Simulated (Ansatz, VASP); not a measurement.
GaAs: VASP beside Ansatz

POSCAR

```
GaAs
1.0
    0.0000000000      2.7623735624      2.6915434710
    2.7623735624      0.0000000000      2.6915434710
    2.7623735624      2.7623735624      0.0000000000
Ga As
1 1
Direct
    0.0000000000      0.0000000000      0.0000000000
    0.7500000000      0.7500000000      0.7500000000
```

Contents of INCAR.step1:

```
SYSTEM = GaAs
PREC     = Accurate       ! precision mode
ENCUT    = 520            ! plane-wave cutoff, eV
ISMEAR   = 0              ! smearing method
SIGMA    = 0.05           ! smearing width, eV
LREAL    = .FALSE.        ! projectors in reciprocal space
LASPH    = .TRUE.         ! aspherical terms in the spheres
NELM     = 100            ! most SCF steps
NBANDS   = 16             ! bands
GGA      = PE             ! functional
ALGO     = Normal         ! electronic algorithm
EDIFF    = 1E-4           ! SCF threshold, eV
LWAVE    = .TRUE.         ! write WAVECAR
LCHARG   = .FALSE.        ! write CHGCAR
```

Contents of INCAR.step2:

```
SYSTEM = GaAs
PREC     = Accurate       ! precision mode
ENCUT    = 520            ! plane-wave cutoff, eV
EDIFF    = 1E-7           ! SCF threshold, eV
ISMEAR   = 0              ! smearing method
SIGMA    = 0.05           ! smearing width, eV
LREAL    = .FALSE.        ! projectors in reciprocal space
LASPH    = .TRUE.         ! aspherical terms in the spheres
NELM     = 100            ! most SCF steps
ALGO     = Normal         ! electronic algorithm
ISIF     = 2              ! what is computed and relaxed
LWAVE    = .FALSE.        ! write WAVECAR
LCHARG   = .FALSE.        ! write CHGCAR
METAGGA  = R2SCAN         ! meta-GGA
LMIXTAU  = .TRUE.       
NBANDS   = 16             ! bands
ISTART   = 1
```

The input KPOINTS:

```
regular mesh
0
G
  8 8 8
  0 0 0
```

Input for Ansatz:

```yaml
crystal:
  lattice:
    - [0.0, 2.7623735624, 2.691543471]
    - [2.7623735624, 0.0, 2.691543471]
    - [2.7623735624, 2.7623735624, 0.0]
  atoms:
    - { symbol: Ga, position: [0.0, 0.0, 0.0] }
    - { symbol: As, position: [0.75, 0.75, 0.75] }
basis:
  ecutwfc: 500
kpoints:
  mp_grid: { grid: [8, 8, 8] }
hamiltonian:
  xc: r2scan
scf:
  occupations: { method: gaussian, width: 0.05 }
output:
  forces: true
  stress: true
  eigenvalues: true
```

Change from the starting cell: strain -0.025 along x and y, -0.050 along z, atoms carried along.

Alike in both runs: task single point; functional r2SCAN; k mesh 8 × 8 × 8; occupations gaussian, width 0.05 eV; no spin polarisation.

|  | VASP | Ansatz |
| --- | --- | --- |
| version | VASP 6.6.1 | Ansatz 0.2.0 |
| potentials or method | VASP PAW PBE potentials, release 64 (Ga_d, As), cutoff 520 eV | scalar-relativistic, plane waves, PAW |
| valence electrons in the cell | 18 | 28 |

Ansatz gave:

* gap on the k mesh at the Fermi level (eV): 1.34
* least direct gap on the mesh (eV): 1.69
* pressure (GPa): 9.3
* traceless stress, the component that is largest in VASP (GPa): 1.11

Which values does VASP return?

gap on the k mesh at the Fermi level (eV): 1.33; least direct gap on the mesh (eV): 1.67; pressure (GPa): 9.4; traceless stress, the component that is largest in VASP (GPa): 1.09.

VASP's potentials were made for PBE, not for r2SCAN. VASP's potentials hold 18 valence electrons a cell and Ansatz's 28, so a difference there can come from the potentials and not from the codes.
